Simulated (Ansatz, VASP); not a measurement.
# Two plane-wave programs on In

```
In
1.0
    -1.59992    1.59992    2.55574
     1.59992   -1.59992    2.55574
     1.59992    1.59992   -2.55574
In
1
Direct
  0.00000 0.00000 0.00000
```

Alike in both runs: task single point; functional PBE; k mesh 22 × 22 × 22; occupations gaussian, width 0.15 eV; no spin polarisation.

|  | VASP | Ansatz |
| --- | --- | --- |
| version | VASP 6.6.1 | Ansatz 0.2.0 |
| potentials or method | VASP PAW PBE potentials, release 64 (In_d), cutoff 520 eV | scalar-relativistic, plane waves, PAW |
| valence electrons in the cell | 13 | 13 |

Ansatz gave:

| Property | Result |
| --- | --- |
| gap on the k mesh at the Fermi level (eV) | none |
| pressure (GPa) | 2.0 |
| traceless stress, the component that is largest in VASP (GPa) | -0.48 |

Question: What did VASP give for the same quantities?

Answer: gap on the k mesh at the Fermi level (eV): none; pressure (GPa): 2.0; traceless stress, the component that is largest in VASP (GPa): -0.49.

A gap of «none» marks a metal or a gap that the smearing closes.
